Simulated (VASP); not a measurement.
# Rh (Cmcm) in VASP: further runs

Runs on Rh. Level: LDA. Tasks: single point.

All numbers are computed with VASP 6.6.1; they aren't measurements. Logs are shortened: lines on timing, memory, paths and dates and some standing lists are left out, and cuts for length are marked.

## 1. The cell of the first run

The structure is orthorhombic, space group Cmcm (No. 63). The conventional cell has a = 2.936 Å, b = 4.730 Å, c = 4.428 Å, α = 90.00°, β = 90.00°, γ = 90.00°. Within 3.6 Å of Rh (site symmetry m2m) lie 12 Rh at 2.72 to 2.94 Å.

## 2. Single point, LDA (strain +0.0750 x Voigt [1, 0, 0, 0, 0, 0])

INCAR reads:

```
PREC     = Accurate       # precision mode
ENCUT    = 520            # plane-wave cutoff, eV
EDIFF    = 1E-6           # SCF threshold, eV
ISMEAR   = 1              # smearing method
SIGMA    = 0.02           # smearing width, eV
LREAL    = False          # projectors in reciprocal space
LASPH    = True           # aspherical terms in the spheres
NELM     = 80             # most SCF steps
ALGO     = Fast           # electronic algorithm
ISIF     = 2              # what is computed and relaxed
LWAVE    = False          # write WAVECAR
LCHARG   = False          # write CHGCAR
GGA      = CA             # functional
NBANDS   = 22             # bands
```

KPOINTS reads:

```
Automatic mesh
0
Gamma
  18 18 12
```

POSCAR reads:

```
Rh
1.0
    2.9358024704      0.0000000000      0.0000000000
   -1.4679012352      2.3650972278      0.0000000000
    0.0000000000      0.0000000000      4.4284890000
Rh
2
Direct
    0.6666666667      0.3333333333      0.7500000000
    0.3333333333      0.6666666667      0.2500000000
```

Potentials or basis: VASP PAW LDA potentials, release 64 (Rh_pv).

The run is started by

```sh
$ cat potpaw_LDA.64/Rh_pv/POTCAR > POTCAR
$ mpirun -np 1 vasp_std > vasp.out
```

OUTCAR:

```text
PREC = Accurate
   ENCUT = 520
   EDIFF = 1E-6
   ISMEAR = 1
   LREAL = False
   LASPH = True
   NELM = 80
   ISIF = 2
   GGA = CA

 ion  position               nearest neighbor table
   1  0.667  0.333  0.750-   2 2.72   2 2.72   2 2.77   2 2.77   2 2.77   2 2.77
   2  0.333  0.667  0.250-   1 2.72   1 2.72   1 2.77   1 2.77   1 2.77   1 2.77

  Warning from LATTYP: Monoclinic adjustment (A1->A3, A2->A1, A3->A2)!
  LATTYP: Found a base centered orthorhombic cell.
 ALAT       =     2.9358024704
 B/A-ratio  =     1.6112100536
 C/A-ratio  =     1.5084424258

  Lattice vectors:

 A1 = (   1.4679012352,  -2.3650972278,   0.0000000000)
 A2 = (   1.4679012352,   2.3650972278,   0.0000000000)
 A3 = (   0.0000000000,   0.0000000000,   4.4284890000)

Analysis of symmetry for initial positions (statically):
=====================================================================
 Subroutine PRICEL returns:
 Original cell was already a primitive cell.

 Routine SETGRP: Setting up the symmetry group for a
 base centered orthorhombic supercell.

 Subroutine GETGRP returns: Found  8 space group operations
 (whereof  4 operations were pure point group operations)
 out of a pool of  8 trial point group operations.

The static configuration has the point symmetry C_2h.
 The point group associated with its full space group is D_2h.

Analysis of symmetry for dynamics (positions and initial velocities):
=====================================================================
 Subroutine PRICEL returns:
 Original cell was already a primitive cell.

 Routine SETGRP: Setting up the symmetry group for a
 base centered orthorhombic supercell.

 Subroutine GETGRP returns: Found  8 space group operations
 (whereof  4 operations were pure point group operations)
 out of a pool of  8 trial point group operations.

The dynamic configuration has the point symmetry C_2h.
 The point group associated with its full space group is D_2h.

 Subroutine INISYM returns: Found  8 space group operations
 (whereof  4 operations are pure point group operations),
 and found     1 'primitive' translations

----------------------------------------------------------------------------------------

                                     Primitive cell

  volume of cell :      30.7490

  direct lattice vectors                    reciprocal lattice vectors
     2.935802470  0.000000000  0.000000000     0.340622372  0.211407799  0.000000000
    -1.467901235  2.365097228  0.000000000     0.000000000  0.422815599  0.000000000
     0.000000000  0.000000000  4.428489000     0.000000000  0.000000000  0.225810655

  length of vectors
     2.935802470  2.783598199  4.428489000     0.400895071  0.422815599  0.225810655

  position of ions in fractional coordinates (direct lattice)
     0.666666667  0.333333333  0.750000000
     0.333333333  0.666666667  0.250000000

  ion indices of the primitive-cell ions
   primitive index   ion index
                 1           1
                 2           2

----------------------------------------------------------------------------------------

 KPOINTS: Automatic mesh

Automatic generation of k-mesh.
 Grid dimensions read from file:
 generate k-points for:   18   18   12

 Generating k-lattice:

  Cartesian coordinates                     Fractional coordinates (reciprocal lattice)
     0.018923465  0.011744878  0.000000000     0.055555556  0.000000000  0.000000000
     0.000000000  0.023489755  0.000000000     0.000000000  0.055555556  0.000000000
     0.000000000  0.000000000  0.018817555     0.000000000  0.000000000  0.083333333

  Length of vectors
     0.022271948  0.023489755  0.018817555

  Shift w.r.t. Gamma in fractional coordinates (k-lattice)
     0.000000000  0.000000000  0.000000000

 Subroutine IBZKPT returns following result:
 ===========================================

 Found    637 irreducible k-points:

 Following reciprocal coordinates:
            Coordinates               Weight
  0.000000  0.000000  0.000000      1.000000
  0.055556  0.000000  0.000000      4.000000
  0.111111  0.000000  0.000000      4.000000
  0.166667  0.000000  0.000000      4.000000
  0.222222  0.000000  0.000000      4.000000
  0.277778  0.000000  0.000000      4.000000
[... 16 lines left out ...]
 -0.333333  0.055556  0.000000      4.000000
 -0.277778  0.055556  0.000000      4.000000
 [... further k-points ...]
   k-points           NKPTS =    637   k-points in BZ     NKDIM =    637   number of bands    NBANDS=     22
   number of dos      NEDOS =    301   number of ions     NIONS =      2
   total plane-waves  NPLWV =  20736
   dimension x,y,z NGX =    24 NGY =   24 NGZ =   36
   dimension x,y,z NGXF=    48 NGYF=   48 NGZF=   72
   ions per type =               2
   NGX,Y,Z   is equivalent  to a cutoff of  13.59, 14.33, 13.51 a.u.
   NGXF,Y,Z  is equivalent  to a cutoff of  27.18, 28.67, 27.03 a.u.
 SYSTEM =  unknown system
   PREC   = accura    normal or accurate (medium, high low for compatibility)
   ISTART =      0    job   : 0-new  1-cont  2-samecut
   ICHARG =      2    charge: 1-file 2-atom 10-const
   ISPIN  =      1    spin polarized calculation?
   LNONCOLLINEAR =      F non collinear calculations
   LSORBIT =      F    spin-orbit coupling
   LASPH  =      T    aspherical Exc in radial PAW
   ENCUT  =  520.0 eV  38.22 Ry    6.18 a.u.   5.46  5.18  8.23*2*pi/ulx,y,z
   NELM   =     80;   NELMIN=  2; NELMDL= -5     # of ELM steps
   EDIFF  = 0.1E-05   stopping-criterion for ELM
   LREAL  =      F    real-space projection
   EDIFFG = 0.1E-04   stopping-criterion for IOM
   NSW    =      0    number of steps for IOM
   IBRION =     -1    ionic relax: 0-MD 1-quasi-New 2-CG
   NFREE  =      0    steps in history (QN), initial steepest desc. (CG)
   ISIF   =      2    stress and relaxation
   ISYM   =      2    0-nonsym 1-usesym 2-fastsym
   POTIM  = 0.5000    time-step for ionic-motion
   TEBEG  =    0.0;   TEEND  =   0.0 temperature during run
   PSTRESS=    0.0 pullay stress
   NELECT =      30.0000    total number of electrons
   NUPDOWN=      -1.0000    fix difference up-down
   EMIN   =  10.00;   EMAX   =-10.00  energy-range for DOS
   EFERMI =   0.00;   METHOD = LEGACY
   ISMEAR =     1;   SIGMA  =   0.02  broadening in eV -4-tet -1-fermi 0-gaus
   EFERMI_NEDOS =   21; number of points for ismear=-14 and -15
   IALGO  =     68    algorithm
   IMIX   =      4    mixing-type and parameters
     AMIX     =   0.40;   BMIX     =  1.00
     AMIX_MAG =   1.60;   BMIX_MAG =  1.00
  volume/ion in A,a.u.               =      15.37       103.75
  Fermi-wavevector in a.u.,A,eV,Ry     =   1.623696  3.068341 35.870256  2.636389
  Thomas-Fermi vector in A             =   2.717104
   LORBIT       =      0    0 simple, 1 ext, 2 COOP (PROOUT), +10 PAW based schemes
   GGA     = CA    functional components
   LHFCALC =     F    Hartree Fock is set to
   AEXX    =    0.0000 exact exchange contribution
   IVDW    =     0    specifies the selected vdW correction
   LEPSILON=     F    determine dielectric tensor
   LRPA    =     F    only Hartree local field effects (RPA)
 non-spin polarized calculation
 RMM-DIIS sequential band-by-band and
 Methfessel and Paxton  Order N= 1 SIGMA  =   0.02
  energy-cutoff  :      520.00
  volume of cell :       30.75
 maximum number of plane-waves:       850
 NGX is ok and might be reduce to    24
   NGX = 11   NGY = 11   NGZ = 17

 number of electron      30.0000004 magnetization

 Free energy of the ion-electron system (eV)
  ---------------------------------------------------
  ext. energy  EPLUGINS =         0.00000000
  ---------------------------------------------------
  free energy    TOTEN  =       -16.77663414 eV

  energy without entropy =      -16.77667173  energy(sigma->0) =      -16.77664667

 E-fermi :   9.8437     XC(G=0): -13.6457

 val. band max:        9.8427717078   @ k =   0.3889   0.1111   0.2500
 cond. band min:       9.8442744374   @ k =  -0.4444   0.1667   0.0000
 fundamental gap:      0.0015027297
 Fermi energy:         9.8436786121

 k-point     1 :       0.0000    0.0000    0.0000
  band No.  band energies     occupation
      1     -36.7853      2.00000
      2     -36.2856      2.00000
      3     -36.2775      2.00000
      4     -36.2234      2.00000
      5     -36.1925      2.00000
      6     -36.1894      2.00000
[... 14 lines left out ...]
     21      28.2259      0.00000
     22      28.2420      0.00000

 k-point     2 :       0.0556    0.0000    0.0000
  band No.  band energies     occupation
      1     -36.7805      2.00000
      2     -36.2929      2.00000
      3     -36.2826      2.00000
      4     -36.2259      2.00000
      5     -36.2011      2.00000
      6     -36.1919      2.00000
[... 14 lines left out ...]
     21      28.0652      0.00000
     22      28.3133      0.00000

 k-point     3 :       0.1111    0.0000    0.0000
  band No.  band energies     occupation
      1     -36.7665      2.00000
      2     -36.3195      2.00000
      3     -36.2921      2.00000
      4     -36.2334      2.00000
      5     -36.2299      2.00000
      6     -36.1949      2.00000
[... 14 lines left out ...]
     21      27.4017      0.00000
     22      28.5417      0.00000

 k-point     4 :       0.1667    0.0000    0.0000
  band No.  band energies     occupation
      1     -36.7440      2.00000
      2     -36.3618      2.00000
      3     -36.3076      2.00000
      4     -36.2709      2.00000
      5     -36.2457      2.00000
      6     -36.1996      2.00000
[... 14 lines left out ...]
     21      27.0768      0.00000
     22      28.1941      0.00000

 k-point     5 :       0.2222    0.0000    0.0000
  band No.  band energies     occupation
      1     -36.7147      2.00000
      2     -36.4139      2.00000
      3     -36.3433      2.00000
      4     -36.3036      2.00000
      5     -36.2626      2.00000
      6     -36.2056      2.00000
[... 417 lines left out ...]
 k-point    22 :      -0.3889    0.0556    0.0000
  band No.  band energies     occupation
      1     -36.6261      2.00000
      2     -36.5351      2.00000
      3     -36.4549      2.00000
      4     -36.3551      2.00000
      5     -36.3204      2.00000
      6     -36.2322      2.00000
[... 14 lines left out ...]
     21      22.9371      0.00000
     22      25.0876      0.00000

 k-point    23 :      -0.3333    0.0556    0.0000
  band No.  band energies     occupation
      1     -36.6621      2.00000
      2     -36.4854      2.00000
      3     -36.4031      2.00000
      4     -36.3458      2.00000
      5     -36.2961      2.00000
      6     -36.2266      2.00000
[... 14 lines left out ...]
     21      23.7684      0.00000
     22      25.9603      0.00000

 k-point    24 :      -0.2778    0.0556    0.0000
  band No.  band energies     occupation
      1     -36.6974      2.00000
      2     -36.4302      2.00000
      3     -36.3465      2.00000
      4     -36.3337      2.00000
      5     -36.2738      2.00000
      6     -36.2198      2.00000
[... 14 lines left out ...]
     21      24.6720      0.00000
     22      26.8918      0.00000

 [... further k-points ...]
[... 5 lines left out ...]
  --------------------------------------------------------------------------------------
  -------------------------------------------------------------------------------------
  Total       -7.0087642     -5.0155326     -5.4652178      0.0000000      0.0000000      0.0000000
  in kB     -365.1914725   -261.3341933   -284.7650290      0.0000000      0.0000000      0.0000000
  external PRESSURE =    -303.7635649 kB  Pullay stress =       0.0000000 kB

 VOLUME and BASIS-vectors are now :
 -----------------------------------------------------------------------------
  energy-cutoff  :      520.00
  volume of cell :       30.75
      direct lattice vectors                 reciprocal lattice vectors
     2.935802470  0.000000000  0.000000000     0.340622372  0.211407799  0.000000000
    -1.467901235  2.365097228  0.000000000     0.000000000  0.422815599  0.000000000
     0.000000000  0.000000000  4.428489000     0.000000000  0.000000000  0.225810655

 POSITION                                       TOTAL-FORCE (eV/Angst)
 -----------------------------------------------------------------------------------
      1.46790      0.78837      3.32137         0.000000      0.115269      0.000000
     -0.00000      1.57673      1.10712        -0.000000     -0.115269      0.000000
 -----------------------------------------------------------------------------------
    total drift:                               -0.000000      0.000000     -0.000000

  FREE ENERGIE OF THE ION-ELECTRON SYSTEM (eV)
  ---------------------------------------------------
  free  energy   TOTEN  =       -16.7766341422 eV

  energy  without entropy=      -16.7766717339  energy(sigma->0) =      -16.77664667
```

Run time: 3.2 min. Hardware: 1 thread of Intel Xeon 6975P-C, shared host; peak memory 0.41 GiB.

Results:

```
Free energy            : -16.7766 eV
Pressure               : -30.4 GPa
Largest force          : 0.115 eV/Å
Band gap on the k mesh : zero (band 15 reaches 10.38 eV, above the bottom of band 16 at 8.40 eV)
```

Forces on the atoms (eV/Å):
```
Rh   0.000  0.115  0.000
Rh   0.000 -0.115  0.000
```

Stress tensor (GPa, compression positive):
```
-36.52   0.00   0.00
  0.00 -26.13   0.00
  0.00   0.00 -28.48
```

Levels at points of the mesh, in eV from the Fermi level:
```tsv
k point	band 12	band 13	band 14	band 15	band 16	band 17	band 18	band 19
(0.00, 0.00, 0.00)	-2.06	-1.90	-1.75	-1.63	0.01	0.19	1.14	7.98
(0.50, 0.00, 0.00)	-2.01	-1.96	0.10	0.41	0.63	2.49	4.25	9.34
(0.00, 0.50, 0.00)	-1.77	-1.46	0.35	0.53	0.65	2.95	4.91	10.15
(0.00, 0.00, 0.50)	-2.67	-2.32	-2.32	-0.49	-0.49	-0.23	-0.23	14.64
(0.50, 0.00, 0.50)	-1.39	-0.33	-0.33	0.35	0.35	2.31	2.31	7.87
(0.00, 0.50, 0.50)	-1.76	-0.18	-0.18	0.52	0.52	2.86	2.86	8.82
```

Caveat: the cell differs from its parent crystal (strain +0.0750 x Voigt [1, 0, 0, 0, 0, 0]).

## 3. Single point, LDA (strain +0.0875 x Voigt [1, 0, 0, 0, 0, 0])

INCAR reads:

```
SYSTEM = Rh
PREC = Accurate
ENCUT = 520
EDIFF = 1E-7
ISMEAR = 1
SIGMA = 0.02
LREAL = .FALSE.
LASPH = .TRUE.
NELM = 80
ALGO = Fast
ISIF = 2
LWAVE = .FALSE.
LCHARG = .FALSE.
GGA = CA
NBANDS = 22
```

KPOINTS reads:

```
regular mesh
0
G
  18 18 12
  0 0 0
```

POSCAR reads:

```
Rh
1.0
    2.9699397084      0.0000000000      0.0000000000
   -1.4849698542      2.3650972278      0.0000000000
    0.0000000000      0.0000000000      4.4284890000
Rh
2
Direct
    0.6666666667      0.3333333333      0.7500000000
    0.3333333333      0.6666666667      0.2500000000
```

Potentials or basis: VASP PAW LDA potentials, release 64 (Rh_pv).

The run is started by

```sh
$ cat potpaw_LDA.64/Rh_pv/POTCAR > POTCAR
$ mpirun -np 1 vasp_std > vasp.out
```

Run time: 4.1 min. Hardware: 1 thread of Intel Xeon 6975P-C, shared host; peak memory 0.42 GiB.

The run converged. Its results:

```yaml
Free_energy: -16.6941 eV
Pressure: -31.5 GPa
Largest_force: 0.125 eV/Å
Band_gap_on_the_k_mesh: zero (band 15 reaches 10.18 eV, above the bottom of band 16 at 8.25 eV)
```

Forces in eV/Å, atoms in the order of the input:
```
Rh   0.000  0.125  0.000
Rh   0.000 -0.125  0.000
```

Stress tensor (GPa, compression positive):
```
-37.71   0.00   0.00
  0.00 -27.02   0.00
  0.00   0.00 -29.73
```

Levels at points of the mesh, in eV from the Fermi level:
| k point | band 12 | band 13 | band 14 | band 15 | band 16 | band 17 | band 18 | band 19 |
| --- | --- | --- | --- | --- | --- | --- | --- | --- |
| (0.00, 0.00, 0.00) | -1.94 | -1.90 | -1.74 | -1.52 | 0.00 | 0.20 | 1.21 | 7.97 |
| (0.50, 0.00, 0.00) | -2.00 | -1.93 | 0.05 | 0.36 | 0.63 | 2.44 | 4.16 | 9.27 |
| (0.00, 0.50, 0.00) | -1.72 | -1.36 | 0.35 | 0.53 | 0.65 | 2.96 | 4.92 | 10.19 |
| (0.00, 0.00, 0.50) | -2.61 | -2.22 | -2.22 | -0.49 | -0.49 | -0.20 | -0.20 | 14.64 |
| (0.50, 0.00, 0.50) | -1.36 | -0.33 | -0.33 | 0.32 | 0.32 | 2.27 | 2.27 | 7.72 |
| (0.00, 0.50, 0.50) | -1.78 | -0.17 | -0.17 | 0.52 | 0.52 | 2.92 | 2.92 | 8.81 |

Caveat: the cell differs from its parent crystal (strain +0.0875 x Voigt [1, 0, 0, 0, 0, 0]).
